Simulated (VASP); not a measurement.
# TiNb3B (Pm-3m) in VASP: a series of runs

TiNb3B is run at these levels: PBE; tasks: single point, relaxation of cell and atoms.

Program: VASP 6.6.1. These are calculated values, not measurements. Logs are shortened: lines on timing, memory, paths and dates and some standing lists are left out, and cuts for length are marked.

**1. The cell of the first run**

Symmetry: Pm-3m, No. 221, cubic system. The conventional cell has a = 4.394 Å, b = 4.394 Å, c = 4.394 Å, α = 90.00°, β = 90.00°, γ = 90.00°. Within 4.1 Å of Ti (site symmetry m-3m) lie 12 Nb at 3.11 Å and 8 B at 3.81 Å. Within 2.9 Å of Nb (site symmetry 4/mmm) lie 2 B at 2.20 Å. Within 2.9 Å of B (site symmetry m-3m) lie 6 Nb at 2.20 Å.

**2. Single point, PBE**

INCAR reads:

```
ALGO     = Normal         # electronic algorithm
EDIFF    = 1E-6           # SCF threshold, eV
ENCUT    = 520            # plane-wave cutoff, eV
GGA      = PE             # functional
ISIF     = 2              # what is computed and relaxed
ISMEAR   = 0              # smearing method
LASPH    = T              # aspherical terms in the spheres
LCHARG   = F              # write CHGCAR
LREAL    = F              # projectors in reciprocal space
LWAVE    = F              # write WAVECAR
NBANDS   = 35             # bands
NELM     = 60             # most SCF steps
PREC     = Accurate       # precision mode
SIGMA    = 0.1            # smearing width, eV
```

KPOINTS reads:

```
k-points
0
Gamma
  4 4 4
```

POSCAR reads:

```
TiNb3B
1.0
    4.3940337362      0.0000000000      0.0000000000
    0.0000000000      4.3940337362      0.0000000000
    0.0000000000      0.0000000000      4.3940337362
Ti Nb B
1 3 1
Direct
    0.0000000000      0.0000000000      0.0000000000
    0.0000000000      0.5000000000      0.5000000000
    0.5000000000      0.0000000000      0.5000000000
    0.5000000000      0.5000000000      0.0000000000
    0.5000000000      0.5000000000      0.5000000000
```

Potentials or basis: VASP PAW PBE potentials, release 64 (Ti_sv, Nb_sv, B).

The run is started by

```bash
$ cat potpaw_PBE.64/Ti_sv/POTCAR potpaw_PBE.64/Nb_sv/POTCAR potpaw_PBE.64/B/POTCAR > POTCAR
$ mpirun -np 1 vasp_std > vasp.out
```

OUTCAR:

```text
EDIFF = 1E-6
   ENCUT = 520
   GGA = PE
   ISIF = 2
   ISMEAR = 0
   LASPH = T
   LREAL = F
   NELM = 60
   PREC = Accurate

 ion  position               nearest neighbor table
   1  0.000  0.000  0.000-
   2  0.000  0.500  0.500-   5 2.20   5 2.20
   3  0.500  0.000  0.500-   5 2.20   5 2.20
   4  0.500  0.500  0.000-   5 2.20   5 2.20
   5  0.500  0.500  0.500-   2 2.20   3 2.20   4 2.20   4 2.20   3 2.20   2 2.20

  LATTYP: Found a simple cubic cell.
 ALAT       =     4.3940337362

  Lattice vectors:

 A1 = (   4.3940337362,   0.0000000000,   0.0000000000)
 A2 = (   0.0000000000,   4.3940337362,   0.0000000000)
 A3 = (   0.0000000000,   0.0000000000,   4.3940337362)

Analysis of symmetry for initial positions (statically):
=====================================================================
 Subroutine PRICEL returns:
 Original cell was already a primitive cell.

 Routine SETGRP: Setting up the symmetry group for a
 simple cubic supercell.

 Subroutine GETGRP returns: Found 48 space group operations
 (whereof 48 operations were pure point group operations)
 out of a pool of 48 trial point group operations.

The static configuration has the point symmetry O_h .

Analysis of symmetry for dynamics (positions and initial velocities):
=====================================================================
 Subroutine PRICEL returns:
 Original cell was already a primitive cell.

 Routine SETGRP: Setting up the symmetry group for a
 simple cubic supercell.

 Subroutine GETGRP returns: Found 48 space group operations
 (whereof 48 operations were pure point group operations)
 out of a pool of 48 trial point group operations.

The dynamic configuration has the point symmetry O_h .

 Subroutine INISYM returns: Found 48 space group operations
 (whereof 48 operations are pure point group operations),
 and found     1 'primitive' translations

----------------------------------------------------------------------------------------

                                     Primitive cell

  volume of cell :      84.8379

  direct lattice vectors                    reciprocal lattice vectors
     4.394033736  0.000000000  0.000000000     0.227581320  0.000000000  0.000000000
     0.000000000  4.394033736  0.000000000     0.000000000  0.227581320  0.000000000
     0.000000000  0.000000000  4.394033736     0.000000000  0.000000000  0.227581320

  length of vectors
     4.394033736  4.394033736  4.394033736     0.227581320  0.227581320  0.227581320

  position of ions in fractional coordinates (direct lattice)
     0.000000000  0.000000000  0.000000000
     0.000000000  0.500000000  0.500000000
     0.500000000  0.000000000  0.500000000
     0.500000000  0.500000000  0.000000000
     0.500000000  0.500000000  0.500000000

  ion indices of the primitive-cell ions
   primitive index   ion index
                 1           1
                 2           2
                 3           3
                 4           4
                 5           5

----------------------------------------------------------------------------------------

 KPOINTS: k-points

Automatic generation of k-mesh.
 Grid dimensions read from file:
 generate k-points for:    4    4    4

 Generating k-lattice:

  Cartesian coordinates                     Fractional coordinates (reciprocal lattice)
     0.056895330  0.000000000  0.000000000     0.250000000  0.000000000  0.000000000
     0.000000000  0.056895330  0.000000000     0.000000000  0.250000000  0.000000000
     0.000000000  0.000000000  0.056895330     0.000000000  0.000000000  0.250000000

  Length of vectors
     0.056895330  0.056895330  0.056895330

  Shift w.r.t. Gamma in fractional coordinates (k-lattice)
     0.000000000  0.000000000  0.000000000

 Subroutine IBZKPT returns following result:
 ===========================================

 Found     10 irreducible k-points:

 Following reciprocal coordinates:
            Coordinates               Weight
  0.000000  0.000000  0.000000      1.000000
  0.250000  0.000000  0.000000      6.000000
  0.500000  0.000000  0.000000      3.000000
  0.250000  0.250000  0.000000     12.000000
  0.500000  0.250000  0.000000     12.000000
  0.500000  0.500000  0.000000      3.000000
  0.250000  0.250000  0.250000      8.000000
  0.500000  0.250000  0.250000     12.000000
  0.500000  0.500000  0.250000      6.000000
  0.500000  0.500000  0.500000      1.000000
   k-points           NKPTS =     10   k-points in BZ     NKDIM =     10   number of bands    NBANDS=     35
   number of dos      NEDOS =    301   number of ions     NIONS =      5
   total plane-waves  NPLWV =  46656
   dimension x,y,z NGX =    36 NGY =   36 NGZ =   36
   dimension x,y,z NGXF=    72 NGYF=   72 NGZF=   72
   ions per type =               1   3   1
   NGX,Y,Z   is equivalent  to a cutoff of  13.62, 13.62, 13.62 a.u.
   NGXF,Y,Z  is equivalent  to a cutoff of  27.24, 27.24, 27.24 a.u.
 SYSTEM =  unknown system
   PREC   = accura    normal or accurate (medium, high low for compatibility)
   ISTART =      0    job   : 0-new  1-cont  2-samecut
   ICHARG =      2    charge: 1-file 2-atom 10-const
   ISPIN  =      1    spin polarized calculation?
   LNONCOLLINEAR =      F non collinear calculations
   LSORBIT =      F    spin-orbit coupling
   LASPH  =      T    aspherical Exc in radial PAW
   ENCUT  =  520.0 eV  38.22 Ry    6.18 a.u.   8.17  8.17  8.17*2*pi/ulx,y,z
   NELM   =     60;   NELMIN=  2; NELMDL= -5     # of ELM steps
   EDIFF  = 0.1E-05   stopping-criterion for ELM
   LREAL  =      F    real-space projection
   EDIFFG = 0.1E-04   stopping-criterion for IOM
   NSW    =      0    number of steps for IOM
   IBRION =     -1    ionic relax: 0-MD 1-quasi-New 2-CG
   NFREE  =      0    steps in history (QN), initial steepest desc. (CG)
   ISIF   =      2    stress and relaxation
   ISYM   =      2    0-nonsym 1-usesym 2-fastsym
   POTIM  = 0.5000    time-step for ionic-motion
   TEBEG  =    0.0;   TEEND  =   0.0 temperature during run
   PSTRESS=    0.0 pullay stress
   NELECT =      54.0000    total number of electrons
   NUPDOWN=      -1.0000    fix difference up-down
   EMIN   =  10.00;   EMAX   =-10.00  energy-range for DOS
   EFERMI =   0.00;   METHOD = LEGACY
   ISMEAR =     0;   SIGMA  =   0.10  broadening in eV -4-tet -1-fermi 0-gaus
   EFERMI_NEDOS =   21; number of points for ismear=-14 and -15
   IALGO  =     38    algorithm
   IMIX   =      4    mixing-type and parameters
     AMIX     =   0.40;   BMIX     =  1.00
     AMIX_MAG =   1.60;   BMIX_MAG =  1.00
  volume/ion in A,a.u.               =      16.97       114.50
  Fermi-wavevector in a.u.,A,eV,Ry     =   1.408238  2.661184 26.982176  1.983134
  Thomas-Fermi vector in A             =   2.530416
   LORBIT       =      0    0 simple, 1 ext, 2 COOP (PROOUT), +10 PAW based schemes
   GGA     = PE    functional components
   LHFCALC =     F    Hartree Fock is set to
   AEXX    =    0.0000 exact exchange contribution
   IVDW    =     0    specifies the selected vdW correction
   LEPSILON=     F    determine dielectric tensor
   LRPA    =     F    only Hartree local field effects (RPA)
 non-spin polarized calculation
 Gauss-broadening in eV      SIGMA  =   0.10
  energy-cutoff  :      520.00
  volume of cell :       84.84
 maximum number of plane-waves:      2301
 NGX is ok and might be reduce to    36
   NGX = 17   NGY = 17   NGZ = 17

 number of electron      54.0000001 magnetization

 Free energy of the ion-electron system (eV)
  ---------------------------------------------------
  ext. energy  EPLUGINS =         0.00000000
  ---------------------------------------------------
  free energy    TOTEN  =       -44.85044398 eV

  energy without entropy =      -44.80479480  energy(sigma->0) =      -44.82761939

 E-fermi :   9.1391     XC(G=0): -11.8054

 val. band max:        9.0968201654   @ k =   0.5000   0.5000   0.2500
 cond. band min:       9.1865513690   @ k =   0.5000   0.2500   0.0000
 fundamental gap:      0.0897312036
 Fermi energy:         9.1391277302

 k-point     1 :       0.0000    0.0000    0.0000
  band No.  band energies     occupation
      1     -47.8201      2.00000
      2     -45.5431      2.00000
      3     -45.4213      2.00000
      4     -45.4213      2.00000
      5     -24.0468      2.00000
      6     -24.0468      2.00000
[... 27 lines left out ...]
     34      12.7849      0.00000
     35      12.7866      0.00000

 k-point     2 :       0.2500    0.0000    0.0000
  band No.  band energies     occupation
      1     -47.8198      2.00000
      2     -45.5280      2.00000
      3     -45.4371      2.00000
      4     -45.4212      2.00000
      5     -24.0439      2.00000
      6     -24.0439      2.00000
[... 27 lines left out ...]
     34      11.7757      0.00000
     35      11.9369      0.00000

 k-point     3 :       0.5000    0.0000    0.0000
  band No.  band energies     occupation
      1     -47.8195      2.00000
      2     -45.5033      2.00000
      3     -45.4624      2.00000
      4     -45.4210      2.00000
      5     -24.0409      2.00000
      6     -24.0409      2.00000
[... 27 lines left out ...]
     34      11.0164      0.00000
     35      11.8225      0.00000
[... 191 lines left out ...]
 k-point     9 :       0.5000    0.5000    0.2500
  band No.  band energies     occupation
      1     -47.8190      2.00000
      2     -45.4622      2.00000
      3     -45.4622      2.00000
      4     -45.4620      2.00000
      5     -24.0513      2.00000
      6     -24.0513      2.00000
[... 27 lines left out ...]
     34      11.7223      0.00000
     35      12.3328      0.00000

 k-point    10 :       0.5000    0.5000    0.5000
  band No.  band energies     occupation
      1     -47.8189      2.00000
      2     -45.4620      2.00000
      3     -45.4620      2.00000
      4     -45.4620      2.00000
      5     -24.0559      2.00000
      6     -24.0559      2.00000
[... 27 lines left out ...]
     34      12.1810      0.00000
     35      12.1813      0.00000

------------------------ aborting loop because EDIFF is reached ----------------------------------------

  FORCE on cell =-STRESS in cart. coord.  units (eV):
  Direction    XX          YY          ZZ          XY          YZ          ZX
  --------------------------------------------------------------------------------------
  -------------------------------------------------------------------------------------
  Total        0.0244133      0.0244133      0.0244133      0.0000000      0.0000000      0.0000000
  in kB        0.4610494      0.4610494      0.4610494      0.0000000      0.0000000      0.0000000
  external PRESSURE =       0.4610494 kB  Pullay stress =       0.0000000 kB

 VOLUME and BASIS-vectors are now :
 -----------------------------------------------------------------------------
  energy-cutoff  :      520.00
  volume of cell :       84.84
      direct lattice vectors                 reciprocal lattice vectors
     4.394033736  0.000000000  0.000000000     0.227581320  0.000000000  0.000000000
     0.000000000  4.394033736  0.000000000     0.000000000  0.227581320  0.000000000
     0.000000000  0.000000000  4.394033736     0.000000000  0.000000000  0.227581320

 POSITION                                       TOTAL-FORCE (eV/Angst)
 -----------------------------------------------------------------------------------
      0.00000      0.00000      0.00000         0.000000      0.000000      0.000000
      0.00000      2.19702      2.19702         0.000000      0.000000      0.000000
      2.19702      0.00000      2.19702         0.000000      0.000000      0.000000
      2.19702      2.19702      0.00000         0.000000      0.000000      0.000000
      2.19702      2.19702      2.19702         0.000000      0.000000      0.000000
 -----------------------------------------------------------------------------------
    total drift:                                0.000000      0.000000      0.000000

  FREE ENERGIE OF THE ION-ELECTRON SYSTEM (eV)
  ---------------------------------------------------
  free  energy   TOTEN  =       -44.8504439812 eV

  energy  without entropy=      -44.8047948047  energy(sigma->0) =      -44.82761939
```

Run time: 24 s. Hardware: 1 thread of AMD EPYC 9R45 (Zen 5), shared host; peak memory 0.18 GiB.

Results:

* Free energy: -44.8504 eV
* Pressure: 0.0 GPa
* Band gap on the k mesh: zero (band 27 reaches 9.50 eV, above the bottom of band 28 at 8.97 eV)

**3. Relaxation of cell and atoms, PBE**

This run uses another cell than the first one, of 14.71 Å³/atom, 0.867 times its volume.

INCAR reads:

```
SYSTEM = TiNb3B
PREC     = Accurate       ! precision mode
ENCUT    = 600            ! plane-wave cutoff, eV
EDIFF    = 1E-6           ! SCF threshold, eV
ISMEAR   = 0              ! smearing method
SIGMA    = 0.1            ! smearing width, eV
LREAL    = .FALSE.        ! projectors in reciprocal space
LASPH    = .TRUE.         ! aspherical terms in the spheres
NELM     = 100            ! most SCF steps
ALGO     = Normal         ! electronic algorithm
ISIF     = 3              ! what is computed and relaxed
LWAVE    = .FALSE.        ! write WAVECAR
LCHARG   = .FALSE.        ! write CHGCAR
GGA      = PE             ! functional
IBRION   = 2              ! ionic algorithm
NSW      = 90             ! ionic steps
EDIFFG   = -0.04          ! ionic threshold
```

KPOINTS reads:

```
regular mesh
0
G
  4 4 4
  0 0 0
```

POSCAR: that of step 2 with these lines changed.

```diff
@@ -2,5 +2,5 @@
 1.0
-    4.3940337362      0.0000000000      0.0000000000
-    0.0000000000      4.3940337362      0.0000000000
-    0.0000000000      0.0000000000      4.3940337362
+    4.1897818700      0.0000000000      0.0000000000
+    0.0000000000      4.1897818700      0.0000000000
+    0.0000000000      0.0000000000      4.1897818700
 Ti Nb B
```

Potentials or basis: VASP PAW PBE potentials, release 64 (Ti_sv, Nb_sv, B).

The run is started by

```bash
$ cat potpaw_PBE.64/Ti_sv/POTCAR potpaw_PBE.64/Nb_sv/POTCAR potpaw_PBE.64/B/POTCAR > POTCAR
$ mpirun -np 1 vasp_std > vasp.out
```

Wall time 87 s (1 thread of AMD EPYC 9R45 (Zen 5), shared host); peak memory 0.2 GiB.

It converged, with:

```yaml
Free_energy: -44.8450 eV
Relaxed_volume: 16.99 Å³/atom
Relaxed_cell: a = 4.396 Å, b = 4.396 Å, c = 4.396 Å, α = 90.00°, β = 90.00°, γ = 90.00°
Space_group_after_relaxing_to_0.05_Å: Pm-3m (No. 221)
Energy_gained_by_relaxing: 191.3 meV/atom
Ionic_steps: 4
Pressure_after_relaxing: -0.2 GPa
Band_gap_on_the_k_mesh: zero (band 27 reaches 9.48 eV, above the bottom of band 28 at 8.95 eV)
```

The path:
```tsv
step	energy change (eV)	largest force (eV/Å)	pressure (GPa)	volume (Å³)
1	0.0000	0.0000	30.12	73.55
2	1.0742	0.0000	-24.04	107.08
3	-0.9538	0.0000	-1.32	85.57
4	-0.9567	0.0000	-0.18	84.96
```

Final structure:
```
Ti Nb B
1.0
     4.39613    0.00000    0.00000
     0.00000    4.39613    0.00000
     0.00000    0.00000    4.39613
Ti Nb B
1 3 1
Direct
  0.00000 0.00000 0.00000
  0.00000 0.50000 0.50000
  0.50000 0.00000 0.50000
  0.50000 0.50000 0.00000
  0.50000 0.50000 0.50000
```

Levels at points of the mesh, in eV from the Fermi level:
```csv
k point,band 24,band 25,band 26,band 27,band 28,band 29,band 30,band 31
"(0.00, 0.00, 0.00)",0.36,0.36,0.36,0.36,0.36,0.36,2.05,2.05
"(0.50, 0.00, 0.00)",-1.56,-1.11,-1.11,-0.86,0.68,1.26,1.26,1.34
"(0.50, 0.50, 0.00)",-1.06,-0.78,-0.67,-0.67,-0.07,0.27,0.27,1.92
"(0.50, 0.50, 0.50)",-0.97,0.13,0.13,0.13,0.52,0.52,0.74,0.74
```

Caveat: the k points lie up to 0.36 Å⁻¹ apart in the final cell; the volume moved by over 15 % at a fixed basis, so the end points are rough.

[end of part 1 of 3]
